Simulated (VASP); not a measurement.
**CsI: single point with PBE**

The system is CsI.

```
Cs I
1.0
     4.66547    0.06998    0.00000
     0.06998    4.66547    0.00000
     0.00000    0.00000    4.66547
Cs I
1 1
Direct
  0.00000 0.00000 0.00000
  0.50000 0.50000 0.50000
```

```json
{
 "Program": "VASP 6.6.1",
 "Task": "single point",
 "Functional": "PBE",
 "Potentials or basis": "VASP PAW PBE potentials, release 64 (Cs_sv, I)",
 "Cutoff": "500 eV",
 "k mesh": "8 × 8 × 8",
 "Occupations": "gaussian, width 0.05 eV",
 "Spin": "no spin polarisation",
 "Dipole correction": "no",
 "Further INCAR settings": "ALGO = Normal; EDIFF = 1e-06; NBANDS = 15"
}
```

```yaml
Pressure: 0.0 GPa
Band_gap_on_the_k_mesh: 3.68 eV (least direct gap 3.77 eV)
```

Stress tensor (GPa, compression positive):
```
 0.05 -0.13  0.00
-0.13  0.05  0.00
 0.00  0.00  0.05
```

Levels at points of the mesh, in eV from the valence-band top:
```tsv
k point	band 6	band 7	band 8	band 9	band 10	band 11
(0.00, 0.00, 0.00)	-0.10	-0.10	-0.09	3.68	4.27	4.27
(0.50, 0.00, 0.00)	-1.41	-0.21	-0.21	5.22	6.22	6.44
(0.50, 0.50, 0.00)	-0.84	-0.79	0.00	4.25	4.90	6.07
(0.00, 0.00, 0.50)	-1.41	-0.26	-0.17	5.22	6.22	6.43
(0.50, 0.00, 0.50)	-0.81	-0.81	0.00	4.25	4.89	6.08
(0.50, 0.50, 0.50)	-1.16	-1.16	-1.16	6.86	6.98	7.10
```

It took 54 s on 1 thread of AMD EPYC 9R45 96-Core Processor (Zen 5), with other jobs on the host, peak memory 0.28 GiB.

Caveat: spin-orbit coupling is left out, which moves the levels of the heavy elements. A k mesh can miss the band edges.
